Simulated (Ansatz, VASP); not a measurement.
# Two plane-wave programs on AlN

File POSCAR:

```
AlN
1.0
    3.1065679352      0.0000000000      0.0000000000
   -1.5532839676      2.6903667505      0.0000000000
    0.0000000000      0.0000000000      4.9780667183
Al N
2 2
Direct
    0.3333333333      0.6666666667     -0.0590000000
    0.6666666667      0.3333333333      0.4410000000
    0.3333333333      0.6666666667      0.4410000000
    0.6666666667      0.3333333333      0.9410000000
```

File INCAR.step1:

```
SYSTEM = AlN
  PREC = Accurate
  ENCUT = 520
  ISMEAR = 0
  SIGMA = 0.01
  LREAL = .False.
  LASPH = .True.
  NELM = 80
  NBANDS = 16
  GGA = PE
  ALGO = Normal
  EDIFF = 1E-4
  LWAVE = .True.
  LCHARG = .False.
```

INCAR.step2

```
SYSTEM = AlN
  PREC = Accurate
  ENCUT = 520
  EDIFF = 1E-6
  ISMEAR = 0
  SIGMA = 0.01
  LREAL = .False.
  LASPH = .True.
  NELM = 80
  ALGO = Normal
  ISIF = 2
  LWAVE = .False.
  LCHARG = .False.
  METAGGA = R2SCAN
  LMIXTAU = .True.
  NBANDS = 16
  ISTART = 1
```

KPOINTS

```
Automatic mesh
0
Gamma
  9 9 6
  0 0 0
```

Input for Ansatz:

```yaml
crystal:
  lattice:
    - [3.1065679352, 0.0, 0.0]
    - [-1.5532839676, 2.6903667505, 0.0]
    - [0.0, 0.0, 4.9780667183]
  atoms:
    - { symbol: Al, position: [0.3333333333, 0.6666666667, -0.059] }
    - { symbol: Al, position: [0.6666666667, 0.3333333333, 0.441] }
    - { symbol: "N", position: [0.3333333333, 0.6666666667, 0.441] }
    - { symbol: "N", position: [0.6666666667, 0.3333333333, 0.941] }
basis:
  ecutwfc: 500
  xc_grid: 2
kpoints:
  mp_grid: { grid: [9, 9, 6] }
hamiltonian:
  xc: r2scan
  pseudopotentials: { kind: paw, azcp: { folder: soft_1 } }
scf:
  occupations: { method: fixed }
output:
  forces: true
  stress: true
  eigenvalues: true
  polarization: {}
```

Change from the starting cell: polar distortion scaled by 0.00.

Alike in both runs: task single point; functional r2SCAN; k mesh 9 × 9 × 6; no spin polarisation.

|  | VASP | Ansatz |
| --- | --- | --- |
| version | VASP 6.6.1 | Ansatz 0.2.0 |
| potentials or method | VASP PAW PBE potentials, release 64 (Al, N), cutoff 520 eV | scalar-relativistic, plane waves, PAW |
| occupations | gaussian, width 0.01 eV | fixed |
| valence electrons in the cell | 16 | 16 |

Ansatz gave:

```
gap on the k mesh at the Fermi level (eV)                     : 3.31
least direct gap on the mesh (eV)                             : 3.31
pressure (GPa)                                                : 8.7
traceless stress, the component that is largest in VASP (GPa) : -20.16
```

Question: What did VASP give for the same quantities?

Answer: gap on the k mesh at the Fermi level (eV): 3.33; least direct gap on the mesh (eV): 3.33; pressure (GPa): 8.6; traceless stress, the component that is largest in VASP (GPa): -20.44.

VASP's potentials were made for PBE, not for r2SCAN.
